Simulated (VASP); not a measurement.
A run of VASP 6.6.1:

File INCAR:

```
SYSTEM = C
  PREC = Accurate
  ENCUT = 520
  EDIFF = 1E-6
  ISMEAR = 0
  SIGMA = 0.1
  LREAL = .FALSE.
  LASPH = .TRUE.
  NELM = 100
  ALGO = Normal
  ISIF = 2
  LWAVE = .FALSE.
  LCHARG = .TRUE.
  LDIPOL = .TRUE.
  IDIPOL = 3
  DIPOL = 0.5 0.5 0.343
  GGA = PE
  IVDW = 12
  LELF = .TRUE.
  LVHAR = .TRUE.
  LVACPOTAV = .TRUE.
  NBANDS = 16
```

The input KPOINTS:

```
Automatic mesh
0
G
  15 15 1
  0 0 0
```

The input POSCAR:

```
C
1.0
    2.4656524409      0.0000000000      0.0000000000
   -1.2328262205      2.1353176508      0.0000000000
    0.0000000000      0.0000000000     17.5000663883
C
4
Direct
    0.6666666667      0.3333333333      0.2571437784
    0.3333333333      0.6666666667      0.2571418816
    0.6666666667      0.5000000000      0.4291450227
    0.3333333333      0.8333333333      0.4291431259
```

Potentials or basis: VASP PAW PBE potentials, release 64 (C).

The run is started by

```console
$ cat potpaw_PBE.64/C/POTCAR > POTCAR
$ mpirun -np 1 vasp_std > vasp.out
```

Hardware: 1 thread of Intel(R) Xeon(R) 6975P-C (Granite Rapids) (shared host).

Question: Estimate the wall time of this run.

Answer: It took 65 s on 1 thread of Intel(R) Xeon(R) 6975P-C (Granite Rapids), with other jobs on the host, peak memory 0.23 GiB. Counts: scf iterations 19, k points 64.
